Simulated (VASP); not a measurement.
Wanted: the native input for a VASP 6.6.1 run.

```yaml
Task: single point
Functional: LDA
Potentials_or_basis: VASP PAW LDA potentials, release 64 (Au)
Cutoff: 520 eV
k_mesh: 12 × 12 × 12
Occupations: methfessel-paxton, width 0.05 eV
Spin: no spin polarisation
Dipole_correction: no
Further_INCAR_settings: ALGO = Normal; EDIFF = 1e-06; NBANDS = 12
```

The structure of Au lies in POSCAR:

```
Au
1.0
   -1.6062685214      1.6062685214      1.6062685214
    1.6062685214     -1.6062685214      1.6062685214
    1.6062685214      1.6062685214     -1.6062685214
Au
1
Direct
    0.0000000000      0.0000000000      0.0000000000
```

These files were run (other wordings do the same):

INCAR

```
  PREC = Accurate
  ENCUT = 520
  EDIFF = 1E-6
  ISMEAR = 1
  SIGMA = 0.05
  LREAL = False
  LASPH = True
  NELM = 80
  ALGO = Normal
  ISIF = 2
  LWAVE = False
  LCHARG = False
  GGA = CA
  NBANDS = 12
```

KPOINTS

```
Automatic mesh
0
Gamma
  12 12 12
```

Potentials or basis: VASP PAW LDA potentials, release 64 (Au).

Launch:

```bash
$ cat potpaw_LDA.64/Au/POTCAR > POTCAR
$ mpirun -np 1 vasp_std > vasp.out
```

Results of the run:

The pressure is 0.5 GPa.

It took 3.9 s on 1 thread of Intel(R) Xeon(R) 6975P-C (Granite Rapids), with other jobs on the host, peak memory 0.14 GiB.
